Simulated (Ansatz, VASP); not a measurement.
# Two plane-wave programs on RhCl

```xyz
4
Lattice="4.8531 0.0000 0.0000 0.0000 4.8531 0.0000 0.0000 0.0000 2.9244" Properties=species:S:1:pos:R:3 pbc="T T T"
Rh    0.0000    2.4266    0.1112
Rh    2.4266    0.0000    2.8132
Cl    0.0000    0.0000    0.0000
Cl    2.4266    2.4266    0.0000
```

Alike in both runs: functional PBE; k mesh 4 × 4 × 4; occupations gaussian, width 0.1 eV; no spin polarisation.

Ansatz relaxed the structure, and its values are those at the end. VASP's run is a single point on that final structure, the one shown.

|  | VASP | Ansatz |
| --- | --- | --- |
| version | VASP 6.6.1 | Ansatz 0.2.0 |
| potentials or method | VASP PAW PBE potentials, release 64 (Rh_pv, Cl), cutoff 520 eV | scalar-relativistic, plane waves, PAW |
| valence electrons in the cell | 44 | 48 |

```tsv
	VASP	Ansatz	Ansatz less VASP
gap on the k mesh at the Fermi level (eV)	none	none	-
pressure (GPa)	0.0	0.0	-0.01
```

A gap of «none» marks a metal or a gap that the smearing closes. VASP's potentials hold 44 valence electrons a cell and Ansatz's 48, so a difference there can come from the potentials and not from the codes.

The k mesh is coarse, so the values compare programs but aren't converged.
